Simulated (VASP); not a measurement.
**NbAs: single point with PBE**

The system is NbAs.

```xyz
2
Lattice="3.4344 0.0000 0.0000 -1.7172 2.9743 0.0000 0.0000 0.0000 3.4784" Properties=species:S:1:pos:R:3 pbc="T T T"
Nb    0.0000    0.0000    0.0000
As    0.0000    1.9829    1.7392
```

```yaml
Program: VASP 6.6.1
Task: single point
Functional: PBE
Potentials_or_basis: VASP PAW PBE potentials, release 64 (Nb_sv, As)
Cutoff: 500 eV
k_mesh: 6 × 6 × 6
Occupations: gaussian, width 0.1 eV
Spin: collinear spin, ferromagnetic start
Starting_moments: "[1.0, 0.0] μB"
Dipole_correction: no
Further_INCAR_settings: ALGO = Normal; EDIFF = 1e-06; NBANDS = 20
```

The pressure is -0.2 GPa. The band gap on the k mesh is zero (filled and empty bands overlap), the net moment is 0.00 μB per cell and the valence electrons inside the program's atomic spheres are Nb 10.61; As 2.90.

Stress tensor (GPa, compression positive):
```
-0.14  0.00  0.00
 0.00 -0.14  0.00
 0.00  0.00 -0.29
```

Levels at points of the mesh, in eV from the Fermi level:
Spin up:
| k point | band 7 | band 8 | band 9 | band 10 | band 11 | band 12 |
| --- | --- | --- | --- | --- | --- | --- |
| (0.00, 0.00, 0.00) | -1.90 | -1.90 | -0.34 | 1.42 | 1.42 | 4.61 |
| (0.50, 0.00, 0.00) | -2.76 | -2.08 | -0.38 | 0.91 | 2.64 | 3.15 |
| (0.00, 0.00, 0.50) | -1.20 | -1.20 | -0.22 | -0.22 | 1.93 | 3.74 |
| (0.50, 0.00, 0.50) | -4.26 | -2.93 | -0.21 | 2.49 | 2.62 | 3.71 |
Spin down:
| k point | band 7 | band 8 | band 9 | band 10 | band 11 | band 12 |
| --- | --- | --- | --- | --- | --- | --- |
| (0.00, 0.00, 0.00) | -1.90 | -1.90 | -0.34 | 1.42 | 1.42 | 4.61 |
| (0.50, 0.00, 0.00) | -2.76 | -2.08 | -0.38 | 0.91 | 2.64 | 3.14 |
| (0.00, 0.00, 0.50) | -1.20 | -1.20 | -0.22 | -0.22 | 1.93 | 3.74 |
| (0.50, 0.00, 0.50) | -4.26 | -2.93 | -0.21 | 2.49 | 2.62 | 3.71 |

Wall time 36 s on 1 thread of Intel Xeon 6975P-C, on a shared host, peak memory 0.19 GiB.
